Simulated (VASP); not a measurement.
# HfC (P6_3/mmc) in VASP: further runs

HfC is run at these levels: PBE; tasks: single point.

Program: VASP 6.6.1. These are calculated values, not measurements. Logs are shortened: lines on timing, memory, paths and dates and some standing lists are left out, and cuts for length are marked.

## Step 1: The cell of the first run

It takes space group P6_3/mmc (No. 194, hexagonal). Conventional cell: a = 3.199 Å, b = 3.199 Å, c = 5.678 Å, α = 90.00°, β = 90.00°, γ = 120.00°. Hf (site symmetry -3m) has 6 C at 2.33 Å and 8 Hf at 2.84 to 3.20 Å within 3.2 Å. C (site symmetry -6m2) has 6 Hf at 2.33 Å and 6 C at 3.20 Å within 3.2 Å.

## Step 2: Single point, PBE (12.58 Å³/atom)

INCAR reads:

```
  PREC = Accurate
  ENCUT = 520
  EDIFF = 1E-6
  ISMEAR = 0
  SIGMA = 0.05
  LREAL = False
  LASPH = True
  NELM = 60
  ALGO = Normal
  ISIF = 2
  LWAVE = False
  LCHARG = True
  GGA = PE
  LELF = True
  LVHAR = True
  NBANDS = 22
```

KPOINTS reads:

```
regular mesh
0
Gamma
  12 12 6
```

POSCAR reads:

```
HfC
1.0
    3.1992064968      0.0000000000      0.0000000000
   -1.5996032484      2.7705940982      0.0000000000
    0.0000000000      0.0000000000      5.6783518767
Hf C
2 2
Direct
    0.0000000000      0.0000000000      0.0000000000
    0.0000000000      0.0000000000      0.5000000000
    0.3333333333      0.6666666667      0.2500000000
    0.6666666667      0.3333333333      0.7500000000
```

Potentials or basis: VASP PAW PBE potentials, release 64 (Hf_pv, C).

On the command line:

```console
cat potpaw_PBE.64/Hf_pv/POTCAR potpaw_PBE.64/C/POTCAR > POTCAR
mpirun -np 1 vasp_std > vasp.out
```

OUTCAR:

```text
PREC = Accurate
   ENCUT = 520
   EDIFF = 1E-6
   ISMEAR = 0
   LREAL = False
   LASPH = True
   NELM = 60
   ISIF = 2
   GGA = PE

 ion  position               nearest neighbor table
   1  0.000  0.000  0.000-   3 2.33   4 2.33   4 2.33   3 2.33   4 2.33   3 2.33   2 2.84   2 2.84

   2  0.000  0.000  0.500-   3 2.33   4 2.33   4 2.33   3 2.33   4 2.33   3 2.33   1 2.84   1 2.84

   3  0.333  0.667  0.250-   1 2.33   2 2.33   1 2.33   2 2.33   1 2.33   2 2.33
   4  0.667  0.333  0.750-   1 2.33   2 2.33   1 2.33   2 2.33   1 2.33   2 2.33

  LATTYP: Found a hexagonal cell.
 ALAT       =     3.1992064968
 C/A-ratio  =     1.7749250892

  Lattice vectors:

 A1 = (   3.1992064968,   0.0000000000,   0.0000000000)
 A2 = (  -1.5996032484,   2.7705940982,   0.0000000000)
 A3 = (   0.0000000000,   0.0000000000,   5.6783518767)

Analysis of symmetry for initial positions (statically):
=====================================================================
 Subroutine PRICEL returns:
 Original cell was already a primitive cell.

 Routine SETGRP: Setting up the symmetry group for a
 hexagonal supercell.

 Subroutine GETGRP returns: Found 24 space group operations
 (whereof 12 operations were pure point group operations)
 out of a pool of 24 trial point group operations.

The static configuration has the point symmetry D_3d.
 The point group associated with its full space group is D_6h.

Analysis of symmetry for dynamics (positions and initial velocities):
=====================================================================
 Subroutine PRICEL returns:
 Original cell was already a primitive cell.

 Routine SETGRP: Setting up the symmetry group for a
 hexagonal supercell.

 Subroutine GETGRP returns: Found 24 space group operations
 (whereof 12 operations were pure point group operations)
 out of a pool of 24 trial point group operations.

The dynamic configuration has the point symmetry D_3d.
 The point group associated with its full space group is D_6h.

 Subroutine INISYM returns: Found 24 space group operations
 (whereof 12 operations are pure point group operations),
 and found     1 'primitive' translations

----------------------------------------------------------------------------------------

                                     Primitive cell

  volume of cell :      50.3312

  direct lattice vectors                    reciprocal lattice vectors
     3.199206497  0.000000000  0.000000000     0.312577510  0.180466709  0.000000000
[... 90 lines left out ...]
   EDIFF  = 0.1E-05   stopping-criterion for ELM
   LREAL  =      F    real-space projection
   EDIFFG = 0.1E-04   stopping-criterion for IOM
   NSW    =      0    number of steps for IOM
   IBRION =     -1    ionic relax: 0-MD 1-quasi-New 2-CG
   NFREE  =      0    steps in history (QN), initial steepest desc. (CG)
   ISIF   =      2    stress and relaxation
   ISYM   =      2    0-nonsym 1-usesym 2-fastsym
   POTIM  = 0.5000    time-step for ionic-motion
   TEBEG  =    0.0;   TEEND  =   0.0 temperature during run
   PSTRESS=    0.0 pullay stress
   NELECT =      28.0000    total number of electrons
   NUPDOWN=      -1.0000    fix difference up-down
   EMIN   =  10.00;   EMAX   =-10.00  energy-range for DOS
   EFERMI =   0.00;   METHOD = LEGACY
   ISMEAR =     0;   SIGMA  =   0.05  broadening in eV -4-tet -1-fermi 0-gaus
   EFERMI_NEDOS =   21; number of points for ismear=-14 and -15
   IALGO  =     38    algorithm
   IMIX   =      4    mixing-type and parameters
     AMIX     =   0.40;   BMIX     =  1.00
     AMIX_MAG =   1.60;   BMIX_MAG =  1.00
  volume/ion in A,a.u.               =      12.58        84.91
  Fermi-wavevector in a.u.,A,eV,Ry     =   1.346423  2.544371 24.665406  1.812856
  Thomas-Fermi vector in A             =   2.474257
   LORBIT       =      0    0 simple, 1 ext, 2 COOP (PROOUT), +10 PAW based schemes
   GGA     = PE    functional components
   LHFCALC =     F    Hartree Fock is set to
   AEXX    =    0.0000 exact exchange contribution
   IVDW    =     0    specifies the selected vdW correction
   LEPSILON=     F    determine dielectric tensor
   LRPA    =     F    only Hartree local field effects (RPA)
 non-spin polarized calculation
 Gauss-broadening in eV      SIGMA  =   0.05
  energy-cutoff  :      520.00
  volume of cell :       50.33
 maximum number of plane-waves:      1392
 NGX is ok and might be reduce to    24
   NGX = 11   NGY = 11   NGZ = 21

 number of electron      28.0000007 magnetization

 Free energy of the ion-electron system (eV)
  ---------------------------------------------------
  ext. energy  EPLUGINS =         0.00000000
  ---------------------------------------------------
  free energy    TOTEN  =       -39.85118232 eV

  energy without entropy =      -39.85017513  energy(sigma->0) =      -39.85067873

 E-fermi :   5.8094     XC(G=0): -12.2304

 val. band max:        5.8001279623   @ k =   0.2500  -0.0000   0.0000
 cond. band min:       5.8298219039   @ k =   0.1667   0.0000   0.1667
 fundamental gap:      0.0296939416
 Fermi energy:         5.8093556914

 k-point     1 :       0.0000    0.0000    0.0000
  band No.  band energies     occupation
      1     -24.6206      2.00000
      2     -23.7524      2.00000
      3     -23.7524      2.00000
      4     -23.6199      2.00000
      5     -23.6199      2.00000
      6     -23.3638      2.00000
[... 589 lines left out ...]
     21      12.7693      0.00000
     22      14.1648      0.00000

 [... further k-points ...]

------------------------ aborting loop because EDIFF is reached ----------------------------------------

  FORCE on cell =-STRESS in cart. coord.  units (eV):
  Direction    XX          YY          ZZ          XY          YZ          ZX
  --------------------------------------------------------------------------------------
  -------------------------------------------------------------------------------------
  Total        3.9941783      3.9941783      3.8465635     -0.0000000      0.0000000      0.0000000
  in kB      127.1453693    127.1453693    122.4463965     -0.0000000      0.0000000      0.0000000
  external PRESSURE =     125.5790451 kB  Pullay stress =       0.0000000 kB

 VOLUME and BASIS-vectors are now :
 -----------------------------------------------------------------------------
  energy-cutoff  :      520.00
  volume of cell :       50.33
      direct lattice vectors                 reciprocal lattice vectors
     3.199206497  0.000000000  0.000000000     0.312577510  0.180466709  0.000000000
    -1.599603248  2.770594098  0.000000000     0.000000000  0.360933419  0.000000000
     0.000000000  0.000000000  5.678351877     0.000000000  0.000000000  0.176107438

 POSITION                                       TOTAL-FORCE (eV/Angst)
 -----------------------------------------------------------------------------------
      0.00000      0.00000      0.00000        -0.000000      0.000000      0.000000
      0.00000      0.00000      2.83918        -0.000000      0.000000      0.000000
     -0.00000      1.84706      1.41959        -0.000000     -0.000000     -0.000000
      1.59960      0.92353      4.25876         0.000000      0.000000     -0.000000
 -----------------------------------------------------------------------------------
    total drift:                               -0.000000      0.000000      0.000000

  FREE ENERGIE OF THE ION-ELECTRON SYSTEM (eV)
  ---------------------------------------------------
  free  energy   TOTEN  =       -39.8511823224 eV

  energy  without entropy=      -39.8501751287  energy(sigma->0) =      -39.85067873
```

OSZICAR:

```text
N       E                     dE             d eps       ncg     rms          rms(c)
DAV:   1     0.919644175597E+02    0.91964E+02   -0.14937E+04  3344   0.123E+03
DAV:   2    -0.408178768985E+02   -0.13278E+03   -0.12692E+03  4204   0.291E+02
DAV:   3    -0.464685362062E+02   -0.56507E+01   -0.55802E+01  4346   0.439E+01
DAV:   4    -0.465298746351E+02   -0.61338E-01   -0.61299E-01  4134   0.504E+00
DAV:   5    -0.465306936069E+02   -0.81897E-03   -0.81891E-03  4298   0.520E-01    0.817E+01
DAV:   6    -0.400259811657E+02    0.65047E+01   -0.42034E+01  3848   0.239E+01    0.623E+01
DAV:   7    -0.399352379849E+02    0.90743E-01   -0.28502E+00  3800   0.805E+00    0.268E+01
DAV:   8    -0.398574034453E+02    0.77835E-01   -0.31975E-01  4204   0.284E+00    0.621E+00
DAV:   9    -0.398519895662E+02    0.54139E-02   -0.54047E-02  3906   0.119E+00    0.387E+00
DAV:  10    -0.398511897155E+02    0.79985E-03   -0.39402E-03  4112   0.365E-01    0.284E-01
DAV:  11    -0.398511841392E+02    0.55763E-05   -0.20760E-04  3992   0.971E-02    0.208E-01
DAV:  12    -0.398511816603E+02    0.24789E-05   -0.83795E-06  4198   0.180E-02    0.173E-01
DAV:  13    -0.398511823224E+02   -0.66207E-06   -0.60596E-06  3752   0.121E-02
   1 F= -.39851182E+02 E0= -.39850679E+02  d E =-.100719E-02
```

Wall time 97 s (1 thread of AMD EPYC 7R13, shared host); peak memory 0.21 GiB.

Results:

```yaml
Free_energy: -39.8512 eV
Pressure: 12.6 GPa
Band_gap_on_the_k_mesh: zero (bands 14 and 15 overlap by 1.60 eV)
```

Stress tensor (GPa, compression positive):
```
12.71  0.00  0.00
 0.00 12.71  0.00
 0.00  0.00 12.24
```

Caveat: the cell stands under pressure; spin-orbit coupling is left out, which moves the levels of the heavy elements.

## Step 3: Single point, PBE (12.78 Å³/atom)

This run uses another cell than the first one, of 12.78 Å³/atom.

INCAR reads:

```
PREC = Accurate
ENCUT = 520
EDIFF = 1E-6
ISMEAR = 0
SIGMA = 0.05
LREAL = F
LASPH = T
NELM = 100
ALGO = Normal
ISIF = 2
LWAVE = F
LCHARG = F
GGA = PE
NBANDS = 22
```

KPOINTS reads:

```
Automatic mesh
0
Gamma
  12 12 6
```

POSCAR reads:

```
HfC
1.0
    3.2176022012      0.0000000000      0.0000000000
   -1.6088011006      2.7865252455      0.0000000000
    0.0000000000      0.0000000000      5.7027137347
Hf C
2 2
Direct
    0.0000000000      0.0000000000      0.0000000000
    0.0000000000      0.0000000000      0.5000000000
    0.3333333333      0.6666666667      0.2500000000
    0.6666666667      0.3333333333      0.7500000000
```

Potentials or basis: VASP PAW PBE potentials, release 64 (Hf_pv, C).

On the command line:

```console
cat potpaw_PBE.64/Hf_pv/POTCAR potpaw_PBE.64/C/POTCAR > POTCAR
mpirun -np 1 vasp_std > vasp.out
```

It took 90 s on 1 thread of AMD EPYC 7R13, shared host; peak memory 0.21 GiB.

It converged, with:

* Free energy: -39.9041 eV
* Pressure: 8.6 GPa
* Band gap on the k mesh: zero (bands 14 and 15 overlap by 1.57 eV)

Stress tensor (GPa, compression positive):
```
8.71 0.00 0.00
0.00 8.71 0.00
0.00 0.00 8.28
```

Levels at points of the mesh, in eV from the Fermi level:
```csv
k point,band 12,band 13,band 14,band 15,band 16,band 17
"(0.00, 0.00, 0.00)",-1.22,0.80,1.44,1.44,2.18,2.18
"(0.50, 0.00, 0.00)",-1.82,-1.11,-0.93,0.40,2.10,5.70
"(0.00, 0.00, 0.50)",-1.17,-1.17,-1.17,2.97,2.97,3.29
"(0.50, 0.00, 0.50)",-1.90,-1.37,-1.37,1.17,1.17,6.13
```

Caveat: the cell stands under pressure; spin-orbit coupling is left out, which moves the levels of the heavy elements.

The gap in the log of VASP goes by the Fermi energy; the results here count the filled bands.